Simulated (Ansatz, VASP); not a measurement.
# AlAs in VASP and in Ansatz

```
Al As
1.0
     0.00000    2.83893    2.83893
     2.83893    0.00000    2.83893
     2.83893    2.83893    0.00000
Al As
1 1
Direct
  0.00000 0.00000 0.00000
  0.25000 0.25000 0.25000
```

Alike in both runs: task single point; functional PBEsol; k mesh 6 × 6 × 6; no spin polarisation.

|  | VASP | Ansatz |
| --- | --- | --- |
| version | VASP 6.6.1 | Ansatz 0.2.0 |
| potentials or method | VASP PAW PBE potentials, release 64 (Al, As) | plane waves, PAW |
| plane-wave cutoff (eV) | 500 | 420 |
| occupations | gaussian, width 0.01 eV | fixed |
| valence electrons in the cell | 8 | 18 |

|  | VASP | Ansatz | Ansatz less VASP |
| --- | --- | --- | --- |
| gap on the k mesh at the Fermi level (eV) | 1.33 | 1.34 | +0.011 |
| pressure (GPa) | 0.2 | -0.1 | -0.27 |

VASP's potentials were made for PBE, not for PBEsol. VASP's potentials hold 8 valence electrons a cell and Ansatz's 18, so a difference there can come from the potentials and not from the codes.
